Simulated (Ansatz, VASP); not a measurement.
## Two plane-wave programs on Ga5N6

```
N Ga
1.0
     3.21626    0.00000    0.00000
     0.00000    3.21626    0.00000
     0.00000    0.00000   26.37119
N Ga
6 5
Direct
  0.00000 0.50000 0.28440
  0.50000 0.00000 0.37064
  0.00000 0.50000 0.45688
  0.50000 0.00000 0.54312
  0.00000 0.50000 0.62936
  0.50000 0.00000 0.71560
  0.50000 0.50000 0.32752
  0.00000 0.00000 0.41376
  0.50000 0.50000 0.50000
  0.00000 0.00000 0.58624
  0.50000 0.50000 0.67248
```

Alike in both runs: task single point; functional PBE; k mesh 8 × 8 × 1; occupations gaussian, width 0.01 eV; no spin polarisation.

|  | VASP | Ansatz |
| --- | --- | --- |
| version | VASP 6.6.1 | Ansatz 0.2.0 |
| potentials or method | VASP PAW PBE potentials, release 64 (N, Ga_d), cutoff 520 eV | scalar-relativistic, plane waves, PAW |
| valence electrons in the cell | 95 | 95 |

Ansatz gave:

| Quantity | Value |
| --- | --- |
| gap on the k mesh at the Fermi level (eV) | none |
| rms of the force components (eV/Å) | 0.551 |

Q: Which values does VASP return?

A: gap on the k mesh at the Fermi level (eV): none; rms of the force components (eV/Å): 0.553.

A gap of «none» marks a metal or a gap that the smearing closes. With one functional, cell and mesh, what is left measures potentials, basis and numerics.
